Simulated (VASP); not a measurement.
# Hf: single point with PBE

Crystal: Hf.

```
Hf
1.0
     3.68528    0.00000    0.00000
     0.00000    3.88702    0.00000
     0.00000    0.00000    3.42612
Hf
2
Cartesian
  0.0000 1.9435 3.1183
  1.8426 0.0000 0.3078
```

```yaml
Program: VASP 6.6.1
Task: single point
Functional: PBE
Potentials_or_basis: VASP PAW PBE potentials, release 64 (Hf_pv)
Cutoff: 520 eV
k_mesh: 6 × 4 × 6
Occupations: gaussian, width 0.1 eV
Spin: no spin polarisation
Dipole_correction: no
Further_INCAR_settings: ALGO = Normal; EDIFF = 1e-07; NBANDS = 17
```

| Item | Value |
| --- | --- |
| Pressure | 1.8 GPa |
| Largest force | 1.852 eV/Å |
| Band gap on the k mesh | zero (band 10 reaches 4.49 eV, above the bottom of band 11 at 3.18 eV) |

Forces on the atoms (eV/Å):
```
Hf   0.000  0.000 -1.852
Hf   0.000  0.000  1.852
```

Stress tensor (GPa, compression positive):
```
  5.59   0.00   0.00
  0.00  10.15   0.00
  0.00   0.00 -10.44
```

Levels at points of the mesh, in eV from the Fermi level:
```csv
k point,band 6,band 7,band 8,band 9,band 10,band 11,band 12,band 13,band 14,band 15
"(0.00, 0.00, 0.00)",-29.47,-6.29,-3.07,-0.89,-0.40,0.25,2.83,3.20,4.66,4.79
"(0.50, 0.00, 0.00)",-29.84,-2.84,-2.84,-0.51,-0.51,0.90,0.90,3.66,3.66,4.81
"(0.00, 0.50, 0.00)",-29.82,-3.12,-3.12,-0.60,-0.60,1.31,1.31,2.89,2.89,4.99
"(0.50, 0.50, 0.00)",-29.38,-2.35,-2.35,0.84,0.84,0.95,0.95,1.82,1.82,4.12
"(0.00, 0.00, 0.50)",-29.47,-3.92,-2.37,-1.25,-0.56,-0.05,0.51,3.86,3.94,4.88
"(0.50, 0.00, 0.50)",-29.91,-2.17,-2.17,0.01,0.01,0.56,0.56,4.31,4.31,4.70
"(0.00, 0.50, 0.50)",-29.90,-2.25,-2.25,0.26,0.26,0.44,0.44,3.47,3.47,4.81
"(0.50, 0.50, 0.50)",-29.39,-1.97,-1.97,-0.71,-0.71,2.53,2.53,3.92,3.92,4.47
```

Wall time 15 s on 1 thread of Intel(R) Xeon(R) 6975P-C (Granite Rapids), with other jobs on the host, peak memory 0.17 GiB.

Caveat: the k points lie up to 0.40 Å⁻¹ apart; spin-orbit coupling is left out, which moves the levels of the heavy elements; forces of over 1 eV/Å act on the atoms, so gaps and moduli don't describe the material at rest.
